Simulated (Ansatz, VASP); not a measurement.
# InP3 in VASP and in Ansatz

POSCAR

```
InP3
1.0
    3.7414989627      2.1601554333      3.3692519770
   -3.7414989627      2.1601554333      3.3692519770
    0.0000000000     -4.3203108666      3.3692519770
In P
2 6
Direct
    0.2702519987      0.2702519987      0.2702519987
    0.7297480013      0.7297480013      0.7297480013
    0.7982893840      0.2446976857      0.7982893840
    0.7982893840      0.7982893840      0.2446976857
    0.2446976857      0.7982893840      0.7982893840
    0.2017106160      0.7553023143      0.2017106160
    0.7553023143      0.2017106160      0.2017106160
    0.2017106160      0.2017106160      0.7553023143
```

INCAR.step1

```
PREC = Accurate
ENCUT = 520
ISMEAR = 0
SIGMA = 0.15
LREAL = False
LASPH = True
NELM = 60
NBANDS = 38
GGA = PE
ALGO = Normal
EDIFF = 1E-4
LWAVE = True
LCHARG = False
```

INCAR.step2

```
PREC = Accurate
ENCUT = 520
EDIFF = 1E-6
ISMEAR = 0
SIGMA = 0.15
LREAL = False
LASPH = True
NELM = 60
ALGO = Normal
ISIF = 2
LWAVE = False
LCHARG = False
METAGGA = R2SCAN
LMIXTAU = True
NBANDS = 38
ISTART = 1
```

File KPOINTS:

```
Automatic mesh
0
Gamma
  6 6 6
```

Input for Ansatz:

```yaml
crystal:
  lattice:
    - [3.7414989627, 2.1601554333, 3.369251977]
    - [-3.7414989627, 2.1601554333, 3.369251977]
    - [0.0, -4.3203108666, 3.369251977]
  atoms:
    - { symbol: In, position: [0.2702519987, 0.2702519987, 0.2702519987] }
    - { symbol: In, position: [0.7297480013, 0.7297480013, 0.7297480013] }
    - { symbol: P, position: [0.798289384, 0.2446976857, 0.798289384] }
    - { symbol: P, position: [0.798289384, 0.798289384, 0.2446976857] }
    - { symbol: P, position: [0.2446976857, 0.798289384, 0.798289384] }
    - { symbol: P, position: [0.201710616, 0.7553023143, 0.201710616] }
    - { symbol: P, position: [0.7553023143, 0.201710616, 0.201710616] }
    - { symbol: P, position: [0.201710616, 0.201710616, 0.7553023143] }
basis:
  ecutwfc: 500
kpoints:
  mp_grid: { grid: [6, 6, 6] }
hamiltonian:
  xc: r2scan
scf:
  occupations: { method: gaussian, width: 0.15 }
output:
  forces: true
  stress: true
  eigenvalues: true
```

Alike in both runs: task single point; functional r2SCAN; k mesh 6 × 6 × 6; occupations gaussian, width 0.15 eV; no spin polarisation.

|  | VASP | Ansatz |
| --- | --- | --- |
| version | VASP 6.6.1 | Ansatz 0.2.0 |
| potentials or method | VASP PAW PBE potentials, release 64 (In_d, P), cutoff 520 eV | scalar-relativistic, plane waves, PAW |
| valence electrons in the cell | 56 | 56 |

Ansatz gave:

| Property | Result |
| --- | --- |
| gap on the k mesh at the Fermi level (eV) | none |
| pressure (GPa) | 0.0 |
| traceless stress, the component that is largest in VASP (GPa) | -0.02 |
| rms of the force components (eV/Å) | 0.005 |

**Question.** What did VASP give for the same quantities?

**Answer.** gap on the k mesh at the Fermi level (eV): none; pressure (GPa): -0.4; traceless stress, the component that is largest in VASP (GPa): 0.06; rms of the force components (eV/Å): 0.055.

VASP's potentials were made for PBE, not for r2SCAN. Atom by atom the forces differ by 0.050 eV/Å (rms over components). A gap of «none» marks a metal or a gap that the smearing closes.
